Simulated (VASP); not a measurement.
Here is a VASP 6.6.1 calculation.

File INCAR:

```
PREC = Accurate
ENCUT = 520
EDIFF = 1E-7
ISMEAR = 0
SIGMA = 0.15
LREAL = F
LASPH = T
NELM = 80
ALGO = Normal
ISIF = 2
LWAVE = F
LCHARG = T
GGA = PE
LELF = T
LVHAR = T
NBANDS = 16
```

File KPOINTS:

```
Automatic mesh
0
Gamma
  18 18 16
```

File POSCAR:

```
WC
1.0
    2.9005014360      0.0000000000      0.0000000000
   -1.4502507180      2.5119079273      0.0000000000
    0.0000000000      0.0000000000      2.8290000000
W C
1 1
Direct
    0.0000000000      0.0000000000      0.0000000000
    0.6149514708      0.3333333333      0.5000000000
```

Potentials or basis: VASP PAW PBE potentials, release 64 (W_sv, C).

Launch:

```bash
$ cat potpaw_PBE.64/W_sv/POTCAR potpaw_PBE.64/C/POTCAR > POTCAR
$ mpirun -np 1 vasp_std > vasp.out
```

(1) What does it give for the largest force?

(2) Estimate the pressure.

Answers

(1) 2.404 eV/Å.

(2) 13.2 GPa.

Caveat: the cell differs from its parent crystal (atom 2 (C) moved by (-0.150, +0.000) A along x and z); the cell stands under pressure; forces of over 1 eV/Å act on the atoms, so gaps and moduli don't describe the material at rest.
